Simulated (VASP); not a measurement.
The system is CdS.

```
Cd S
1.0
     0.00000    2.94295    2.94295
     2.94295    0.00000    2.94295
     2.94295    2.94295    0.00000
Cd S
1 1
Direct
  0.00000 0.00000 0.00000
  0.25000 0.25000 0.25000
```

| Quantity | Value |
| --- | --- |
| Program | VASP 6.6.1 |
| Task | relaxation of cell and atoms |
| Functional | PBEsol |
| Potentials or basis | VASP PAW PBE potentials, release 64 (Cd, S) |
| Cutoff | 500 eV |
| k mesh | 8 × 8 × 8 |
| Occupations | gaussian, width 0.02 eV |
| Spin | no spin polarisation |

At the start: pressure -1.5 GPa; volume 25.49 Å³/atom.

Question: Where does the relaxation end?

Answer: Over 5 steps the energy falls by 2.9 meV/atom and the volume is 24.86 Å³/atom (-2.5 %); space group F-43m (No. 216, to 0.1 Å) before and after.

The path:
| step | energy change (eV) | largest force (eV/Å) | pressure (GPa) | volume (Å³) |
| --- | --- | --- | --- | --- |
| 1 | 0.0000 | 0.0000 | -1.45 | 50.98 |
| 2 | -0.0052 | 0.0000 | 0.54 | 49.29 |
| 3 | -0.0059 | 0.0000 | -0.02 | 49.71 |
| 4 | -0.0059 | 0.0000 | 0.03 | 49.69 |
| 5 | -0.0059 | 0.0000 | -0.01 | 49.72 |

Final structure:
```cif
data_structure
_symmetry_space_group_name_H-M 'P 1'
_symmetry_Int_Tables_number 1
_cell_length_a 4.1275
_cell_length_b 4.1275
_cell_length_c 4.1275
_cell_angle_alpha 60.000
_cell_angle_beta 60.000
_cell_angle_gamma 60.000
_cell_volume 49.72
loop_
_atom_site_label
_atom_site_type_symbol
_atom_site_fract_x
_atom_site_fract_y
_atom_site_fract_z
_atom_site_occupancy
Cd1 Cd 0.00000 0.00000 0.00000 1
S1 S 0.25000 0.25000 0.25000 1
```

Caveat: the PAW data sets were made with another functional, which shifts forces and pressure a little.
